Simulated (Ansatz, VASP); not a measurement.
**NiSb: VASP beside Ansatz**

```
Sb Ni
1.0
     2.28704   -2.28672    0.00000
     2.28704    2.28672    0.00000
     0.00000    0.00000    3.23389
Sb Ni
1 1
Cartesian
  0.0000 0.0000 0.0000
  2.2870 0.0000 1.6169
```

Alike in both runs: functional r2SCAN; k mesh 14 × 14 × 14; occupations gaussian, width 0.1 eV; no spin polarisation.

Ansatz relaxed the structure, and its values are those at the end. VASP's run is a single point on that final structure, the one shown.

|  | VASP | Ansatz |
| --- | --- | --- |
| version | VASP 6.6.1 | Ansatz 0.2.0 |
| potentials or method | VASP PAW PBE potentials, release 64 (Sb, Ni), cutoff 520 eV | scalar-relativistic, plane waves, PAW |
| valence electrons in the cell | 15 | 33 |

```csv
,VASP,Ansatz,Ansatz less VASP
gap on the k mesh at the Fermi level (eV),none,none,-
pressure (GPa),0.1,0.0,-0.13
```

VASP's potentials were made for PBE, not for r2SCAN. A gap of «none» marks a metal or a gap that the smearing closes. VASP's potentials hold 15 valence electrons a cell and Ansatz's 33, so a difference there can come from the potentials and not from the codes.

Spin-orbit coupling is off throughout.
